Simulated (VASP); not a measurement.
Here is a VASP 6.6.1 calculation.

INCAR

```
SYSTEM = NbAs
PREC = Accurate
ENCUT = 520
EDIFF = 1E-6
ISMEAR = 0
SIGMA = 0.1
LREAL = .False.
LASPH = .True.
NELM = 150
ALGO = Normal
ISIF = 2
LWAVE = .False.
LCHARG = .True.
ISPIN = 2
MAGMOM = 1 1 0 0
LORBIT = 11
LMAXMIX = 4
GGA = PE
LELF = .True.
LVHAR = .True.
NBANDS = 30
```

KPOINTS

```
regular mesh
0
Gamma
  6 6 4
  0 0 0
```

Contents of POSCAR:

```
NbAs
1.0
    3.6555970081      0.0000000000      0.0000000000
   -1.8277985041      3.1658398750      0.0000000000
    0.0000000000      0.0000000000      7.0626857712
Nb As
2 2
Direct
    0.6666666667      0.3333333333      0.2122270904
    0.0000000000      0.0000000000      0.6104243854
    0.0000000000      0.0000000000      0.9791401110
    0.3333333333      0.6666666667      0.4253844931
```

Potentials or basis: VASP PAW PBE potentials, release 64 (Nb_sv, As).

Run with:

```console
$ cat potpaw_PBE.64/Nb_sv/POTCAR potpaw_PBE.64/As/POTCAR > POTCAR
$ mpirun -np 1 vasp_std > vasp.out
```

Predict the net moment.

0.00 μB per cell.

Estimate the largest force.

0.026 eV/Å.

Estimate the pressure.

0.1 GPa.

Forces on the atoms (eV/Å):
```
Nb   0.000  0.000  0.012
Nb   0.000  0.000  0.026
As   0.000  0.000 -0.023
As   0.000  0.000 -0.015
```
